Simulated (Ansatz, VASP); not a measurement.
# One calculation of SnTe3, two programs

```xyz
4
Lattice="0.0000 3.8612 3.8612 3.8612 0.0000 3.8612 3.8612 3.8612 0.0000" Properties=species:S:1:pos:R:3 pbc="T T T"
Te    3.8612    3.8612    3.8612
Te    5.7918    5.7918    5.7918
Te    1.9306    1.9306    1.9306
Sn    0.0000    0.0000    0.0000
```

Alike in both runs: task single point; functional LDA; k mesh 6 × 6 × 6; occupations fermi-dirac, width 0.05 eV; no spin polarisation.

|  | VASP | Ansatz |
| --- | --- | --- |
| version | VASP 6.6.1 | Ansatz 0.2.0 |
| potentials or method | VASP PAW LDA potentials, release 64 (Te, Sn_d), cutoff 520 eV | all-electron LAPW, scalar-relativistic |

```csv
,VASP,Ansatz,Ansatz less VASP
gap on the k mesh at the Fermi level (eV),none,none,-
pressure (GPa),-3.8,-3.8,+0.01
```

LDA's correlation is that of Perdew and Zunger in VASP and of Perdew and Wang (1992) in Ansatz. A gap of «none» marks a metal or a gap that the smearing closes. Ansatz ran all-electron here, and VASP with PAW potentials.

Spin-orbit coupling is off throughout.
